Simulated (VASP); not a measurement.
# Li15S8 (a cell with a defect) in VASP: single point with PBE

Aim: the single point of Li15S8 (a cell with a defect) with PBE.

All numbers are computed with VASP 6.6.1; they aren't measurements. Logs are shortened: lines on timing, memory, paths and dates and some standing lists are left out, and cuts for length are marked.

## Step 1: The cell of the first run

The cell holds a defect, 23 atoms: a = 8.045 Å, b = 8.045 Å, c = 8.045 Å, α = 60.00°, β = 60.00°, γ = 60.00°.

## Step 2: Single point, PBE

Input file INCAR:

```
SYSTEM = Li15S8
PREC = Accurate
ENCUT = 650
EDIFF = 1E-6
ISMEAR = -1
SIGMA = 0.01
LREAL = .False.
LASPH = .True.
NELM = 120
ALGO = Normal
ISIF = 2
LWAVE = .False.
LCHARG = .False.
GGA = PE
NELECT = 94.0
NBANDS = 64
GGA_COMPAT = .False.
```

Input file KPOINTS:

```
regular mesh
0
Gamma
  3 3 3
  0 0 0
```

Input file POSCAR:

```
Li15S8
1.0
    0.0000000000      5.6890000000      5.6890000000
    5.6890000000      0.0000000000      5.6890000000
    5.6890000000      5.6890000000      0.0000000000
Li S
15 8
Direct
    0.1214213633      0.1214213633      0.6285786367
    0.1214213633      0.6285786367      0.1214213633
    0.1214213633      0.6285786367      0.6285786367
    0.6285786367      0.1214213633      0.1214213633
    0.6285786367      0.1214213633      0.6285786367
    0.6285786367      0.6285786367      0.1214213633
    0.6250000000      0.6250000000      0.6250000000
    0.3750000000      0.3750000000      0.3750000000
    0.3611912983      0.3611912983      0.8888087017
    0.3611912983      0.8888087017      0.3611912983
    0.3611912983      0.8888087017      0.8888087017
    0.8888087017      0.3611912983      0.3611912983
    0.8888087017      0.3611912983      0.8888087017
    0.8888087017      0.8888087017      0.3611912983
    0.8750000000      0.8750000000      0.8750000000
   -0.0034647049     -0.0034647049     -0.0034647049
   -0.0034647049     -0.0034647049      0.5103941148
   -0.0034647049      0.5103941148     -0.0034647049
    0.0007390248      0.4997536584      0.4997536584
    0.5103941148     -0.0034647049     -0.0034647049
    0.4997536584      0.0007390248      0.4997536584
    0.4997536584      0.4997536584      0.0007390248
    0.4997536584      0.4997536584      0.4997536584
```

Potentials or basis: VASP PAW PBE potentials, release 64 (Li_sv, S).

The run is started by

```bash
$ cat potpaw_PBE.64/Li_sv/POTCAR potpaw_PBE.64/S/POTCAR > POTCAR
$ mpirun -np 1 vasp_std > vasp.out
```

OUTCAR:

```text
SYSTEM = Li15S8
   PREC = Accurate
   ENCUT = 650
   EDIFF = 1E-6
   ISMEAR = -1
   LREAL = .False.
   LASPH = .True.
   NELM = 120
   ISIF = 2
   GGA = PE
   NELECT = 94.0

 ion  position               nearest neighbor table
   1  0.121  0.121  0.629-  17 2.42  16 2.42  19 2.49  21 2.49
   2  0.121  0.629  0.121-  18 2.42  16 2.42  19 2.49  22 2.49
   3  0.121  0.629  0.629-  17 2.42  18 2.42  19 2.49  23 2.49
   4  0.629  0.121  0.121-  20 2.42  16 2.42  21 2.49  22 2.49
   5  0.629  0.121  0.629-  17 2.42  20 2.42  21 2.49  23 2.49
   6  0.629  0.629  0.121-  18 2.42  20 2.42  22 2.49  23 2.49
   7  0.625  0.625  0.625-  23 2.47  21 2.47  22 2.47  19 2.47
   8  0.375  0.375  0.375-  19 2.46  21 2.46  22 2.46  23 2.46
   9  0.361  0.361  0.889-  18 2.40  20 2.40  23 2.56  22 2.56
  10  0.361  0.889  0.361-  17 2.40  20 2.40  23 2.56  21 2.56
  11  0.361  0.889  0.889-  16 2.40  20 2.40  22 2.56  21 2.56
  12  0.889  0.361  0.361-  17 2.40  18 2.40  23 2.56  19 2.56
  13  0.889  0.361  0.889-  16 2.40  18 2.40  22 2.56  19 2.56
  14  0.889  0.889  0.361-  16 2.40  17 2.40  19 2.56  21 2.56
  15  0.875  0.875  0.875-  17 2.40  18 2.40  20 2.40  16 2.40
  16  0.997  0.997  0.997-  15 2.40  13 2.40  14 2.40  11 2.40   2 2.42   4 2.42   1 2.42
  17  0.997  0.997  0.510-  15 2.40  12 2.40  10 2.40  14 2.40   1 2.42   3 2.42   5 2.42
  18  0.997  0.510  0.997-  15 2.40  12 2.40   9 2.40  13 2.40   2 2.42   3 2.42   6 2.42
  19  0.001  0.500  0.500-   8 2.46   7 2.47   3 2.49   2 2.49   1 2.49  14 2.56  13 2.56  12 2.56

  20  0.510  0.997  0.997-  15 2.40  10 2.40   9 2.40  11 2.40   4 2.42   5 2.42   6 2.42
  21  0.500  0.001  0.500-   8 2.46   7 2.47   5 2.49   4 2.49   1 2.49  14 2.56  11 2.56  10 2.56

  22  0.500  0.500  0.001-   8 2.46   7 2.47   6 2.49   4 2.49   2 2.49  11 2.56  13 2.56   9 2.56

  23  0.500  0.500  0.500-   8 2.46   7 2.47   3 2.49   5 2.49   6 2.49   9 2.56  10 2.56  12 2.56

  LATTYP: Found a face centered cubic cell.
 ALAT       =    11.3780000000

  Lattice vectors:

 A1 = (   0.0000000000,   5.6890000000,   5.6890000000)
 A2 = (   5.6890000000,   0.0000000000,   5.6890000000)
 A3 = (   5.6890000000,   5.6890000000,   0.0000000000)

Analysis of symmetry for initial positions (statically):
=====================================================================
 Subroutine PRICEL returns:
 Original cell was already a primitive cell.

 Routine SETGRP: Setting up the symmetry group for a
 face centered cubic supercell.

 Subroutine GETGRP returns: Found 24 space group operations
 (whereof  6 operations were pure point group operations)
 out of a pool of 48 trial point group operations.

The static configuration has the point symmetry C_3v.
 The point group associated with its full space group is T_d .

Analysis of symmetry for dynamics (positions and initial velocities):
=====================================================================
 Subroutine PRICEL returns:
 Original cell was already a primitive cell.

 Routine SETGRP: Setting up the symmetry group for a
 face centered cubic supercell.

 Subroutine GETGRP returns: Found 24 space group operations
 (whereof  6 operations were pure point group operations)
 out of a pool of 48 trial point group operations.

The dynamic configuration has the point symmetry C_3v.
 The point group associated with its full space group is T_d .

 Subroutine INISYM returns: Found 24 space group operations
 (whereof  6 operations are pure point group operations),
 and found     1 'primitive' translations

----------------------------------------------------------------------------------------

                                     Primitive cell

  volume of cell :     368.2458

  direct lattice vectors                    reciprocal lattice vectors
     0.000000000  5.689000000  5.689000000    -0.087888908  0.087888908  0.087888908
     5.689000000  0.000000000  5.689000000     0.087888908 -0.087888908  0.087888908
     5.689000000  5.689000000  0.000000000     0.087888908  0.087888908 -0.087888908

  length of vectors
     8.045460956  8.045460956  8.045460956     0.152228055  0.152228055  0.152228055

  position of ions in fractional coordinates (direct lattice)
     0.121421363  0.121421363  0.628578637
     0.121421363  0.628578637  0.121421363
     0.121421363  0.628578637  0.628578637
     0.628578637  0.121421363  0.121421363
     0.628578637  0.121421363  0.628578637
     0.628578637  0.628578637  0.121421363
[... 15 lines left out ...]
     0.499753658  0.499753658  0.000739025
     0.499753658  0.499753658  0.499753658

  ion indices of the primitive-cell ions
   primitive index   ion index
                 1           1
                 2           2
                 3           3
                 4           4
                 5           5
                 6           6
[... 15 lines left out ...]
                22          22
                23          23

----------------------------------------------------------------------------------------

 KPOINTS: regular mesh

Automatic generation of k-mesh.
 Grid dimensions read from file:
 generate k-points for:    3    3    3

 Generating k-lattice:

  Cartesian coordinates                     Fractional coordinates (reciprocal lattice)
    -0.029296303  0.029296303  0.029296303     0.333333333  0.000000000  0.000000000
     0.029296303 -0.029296303  0.029296303     0.000000000  0.333333333  0.000000000
     0.029296303  0.029296303 -0.029296303     0.000000000  0.000000000  0.333333333

  Length of vectors
     0.050742685  0.050742685  0.050742685

  Shift w.r.t. Gamma in fractional coordinates (k-lattice)
     0.000000000  0.000000000  0.000000000

 Subroutine IBZKPT returns following result:
 ===========================================

 Found      4 irreducible k-points:

 Following reciprocal coordinates:
            Coordinates               Weight
  0.000000  0.000000  0.000000      1.000000
  0.333333  0.000000  0.000000      8.000000
  0.333333  0.333333  0.000000      6.000000
 -0.333333  0.333333  0.000000     12.000000
   k-points           NKPTS =      4   k-points in BZ     NKDIM =      4   number of bands    NBANDS=     64
   number of dos      NEDOS =    301   number of ions     NIONS =     23
   total plane-waves  NPLWV = 343000
   dimension x,y,z NGX =    70 NGY =   70 NGZ =   70
   dimension x,y,z NGXF=   140 NGYF=  140 NGZF=  140
   ions per type =              15   8
   NGX,Y,Z   is equivalent  to a cutoff of  14.46, 14.46, 14.46 a.u.
   NGXF,Y,Z  is equivalent  to a cutoff of  28.93, 28.93, 28.93 a.u.
 SYSTEM =  Li15S8
   PREC   = accura    normal or accurate (medium, high low for compatibility)
   ISTART =      0    job   : 0-new  1-cont  2-samecut
   ICHARG =      2    charge: 1-file 2-atom 10-const
   ISPIN  =      1    spin polarized calculation?
   LNONCOLLINEAR =      F non collinear calculations
   LSORBIT =      F    spin-orbit coupling
   LASPH  =      T    aspherical Exc in radial PAW
   ENCUT  =  650.0 eV  47.77 Ry    6.91 a.u.  16.72 16.72 16.72*2*pi/ulx,y,z
   NELM   =    120;   NELMIN=  2; NELMDL= -5     # of ELM steps
   EDIFF  = 0.1E-05   stopping-criterion for ELM
   LREAL  =      F    real-space projection
   EDIFFG = 0.1E-04   stopping-criterion for IOM
   NSW    =      0    number of steps for IOM
   IBRION =     -1    ionic relax: 0-MD 1-quasi-New 2-CG
   NFREE  =      0    steps in history (QN), initial steepest desc. (CG)
   ISIF   =      2    stress and relaxation
   ISYM   =      2    0-nonsym 1-usesym 2-fastsym
   POTIM  = 0.5000    time-step for ionic-motion
   TEBEG  =    0.0;   TEEND  =   0.0 temperature during run
   PSTRESS=    0.0 pullay stress
   NELECT =      94.0000    total number of electrons
   NUPDOWN=      -1.0000    fix difference up-down
   EMIN   =  10.00;   EMAX   =-10.00  energy-range for DOS
   EFERMI =   0.00;   METHOD = LEGACY
   ISMEAR =    -1;   SIGMA  =   0.01  broadening in eV -4-tet -1-fermi 0-gaus
   EFERMI_NEDOS =   21; number of points for ismear=-14 and -15
   IALGO  =     38    algorithm
   IMIX   =      4    mixing-type and parameters
     AMIX     =   0.40;   BMIX     =  1.00
     AMIX_MAG =   1.60;   BMIX_MAG =  1.00
  volume/ion in A,a.u.               =      16.01       108.05
  Fermi-wavevector in a.u.,A,eV,Ry     =   1.038496  1.962473 14.673530  1.078474
  Thomas-Fermi vector in A             =   2.172983
   LORBIT       =      0    0 simple, 1 ext, 2 COOP (PROOUT), +10 PAW based schemes
   GGA     = PE    functional components
   LHFCALC =     F    Hartree Fock is set to
   AEXX    =    0.0000 exact exchange contribution
   IVDW    =     0    specifies the selected vdW correction
   LEPSILON=     F    determine dielectric tensor
   LRPA    =     F    only Hartree local field effects (RPA)
 non-spin polarized calculation
  energy-cutoff  :      650.00
  volume of cell :      368.25
 maximum number of plane-waves:     13908
 NGX is ok and might be reduce to    70
   NGX = 33   NGY = 33   NGZ = 33

 number of electron      94.0000002 magnetization

 Free energy of the ion-electron system (eV)
  ---------------------------------------------------
  ext. energy  EPLUGINS =         0.00000000
  ---------------------------------------------------
  free energy    TOTEN  =       -89.43027554 eV

  energy without entropy =      -89.43027554  energy(sigma->0) =      -89.43027554

 E-fermi :   1.6976     XC(G=0):  -8.4641

 val. band max:        1.3903907773   @ k =   0.0000   0.0000   0.0000
 cond. band min:       4.7470781534   @ k =   0.0000   0.0000   0.0000
 fundamental gap:      3.3566873761
 Fermi energy:         1.6975762467

 k-point     1 :       0.0000    0.0000    0.0000
  band No.  band energies     occupation
      1     -43.0328      2.00000
      2     -43.0205      2.00000
      3     -42.9845      2.00000
      4     -42.9818      2.00000
      5     -42.9818      2.00000
      6     -42.9814      2.00000
[... 51 lines left out ...]
     58       7.7023      0.00000
     59       7.7875      0.00000

 k-point     2 :       0.3333    0.0000    0.0000
  band No.  band energies     occupation
      1     -43.0328      2.00000
      2     -43.0205      2.00000
      3     -42.9839      2.00000
      4     -42.9822      2.00000
      5     -42.9818      2.00000
      6     -42.9818      2.00000
[... 51 lines left out ...]
     58       8.1336      0.00000
     59       8.1661      0.00000

 k-point     3 :       0.3333    0.3333    0.0000
  band No.  band energies     occupation
      1     -43.0328      2.00000
      2     -43.0205      2.00000
      3     -42.9837      2.00000
      4     -42.9824      2.00000
      5     -42.9820      2.00000
      6     -42.9820      2.00000
[... 51 lines left out ...]
     58       7.9057      0.00000
     59       7.9057      0.00000

 k-point     4 :      -0.3333    0.3333    0.0000
  band No.  band energies     occupation
      1     -43.0327      2.00000
      2     -43.0204      2.00000
      3     -42.9832      2.00000
      4     -42.9825      2.00000
      5     -42.9823      2.00000
      6     -42.9821      2.00000
[... 51 lines left out ...]
     58       8.1566      0.00000
     59       8.3377      0.00000
 [bands above 59 left out]

------------------------ aborting loop because EDIFF is reached ----------------------------------------

  FORCE on cell =-STRESS in cart. coord.  units (eV):
  Direction    XX          YY          ZZ          XY          YZ          ZX
  --------------------------------------------------------------------------------------
  -------------------------------------------------------------------------------------
  Total        6.2860663      6.2860663      6.2860663     -0.0000000     -0.0000000     -0.0000000
  in kB       27.3496480     27.3496480     27.3496480     -0.0000000     -0.0000000     -0.0000000
  external PRESSURE =      27.3496480 kB  Pullay stress =       0.0000000 kB

 VOLUME and BASIS-vectors are now :
 -----------------------------------------------------------------------------
  energy-cutoff  :      650.00
  volume of cell :      368.25
      direct lattice vectors                 reciprocal lattice vectors
     0.000000000  5.689000000  5.689000000    -0.087888908  0.087888908  0.087888908
     5.689000000  0.000000000  5.689000000     0.087888908 -0.087888908  0.087888908
     5.689000000  5.689000000  0.000000000     0.087888908  0.087888908 -0.087888908

 POSITION                                       TOTAL-FORCE (eV/Angst)
 -----------------------------------------------------------------------------------
      4.26675      4.26675      1.38153        -0.000000     -0.000000      0.001155
      4.26675      1.38153      4.26675        -0.000000      0.001155     -0.000000
      7.15197      4.26675      4.26675        -0.001155     -0.000000     -0.000000
      1.38153      4.26675      4.26675         0.001155     -0.000000     -0.000000
      4.26675      7.15197      4.26675        -0.000000     -0.001155     -0.000000
      4.26675      4.26675      7.15197        -0.000000     -0.000000     -0.001155
[... 15 lines left out ...]
      2.84730      2.84730      5.68620        -0.000339     -0.000339      0.000339
      5.68620      5.68620      5.68620         0.000339      0.000339      0.000339
 -----------------------------------------------------------------------------------
    total drift:                                0.000003      0.000003      0.000003

  FREE ENERGIE OF THE ION-ELECTRON SYSTEM (eV)
  ---------------------------------------------------
  free  energy   TOTEN  =       -89.4302755397 eV

  energy  without entropy=      -89.4302755397  energy(sigma->0) =      -89.43027554
```

Run time: 5 min. Hardware: 1 thread of Intel Xeon Platinum 8259CL at 2.50GHz (Skylake/Cascade Lake), shared host; peak memory 0.67 GiB.

What came out:

```
Free energy   : -89.4303 eV
Largest force : 0.007 eV/Å
```

Forces in eV/Å, atoms in the order of the input:
```
Li   0.000  0.000  0.001
Li   0.000  0.001  0.000
Li  -0.001  0.000  0.000
Li   0.001  0.000  0.000
Li   0.000 -0.001  0.000
Li   0.000  0.000 -0.001
Li   0.000  0.000  0.000
Li   0.000  0.000  0.000
Li   0.000  0.000 -0.004
Li   0.000 -0.004  0.000
Li   0.004  0.000  0.000
Li  -0.004  0.000  0.000
Li   0.000  0.004  0.000
Li   0.000  0.000  0.004
Li   0.000  0.000  0.000
S    0.004  0.004  0.004
S   -0.004 -0.004  0.004
S   -0.004  0.004 -0.004
S    0.000  0.000  0.000
S    0.004 -0.004 -0.004
S    0.000  0.000  0.000
S    0.000  0.000  0.000
S    0.000  0.000  0.000
```

Caveat: the cell carries a net charge on a neutralising background, which shifts energy and pressure; the cell is charged against a uniform background, so pressure and absolute levels hang on convention.
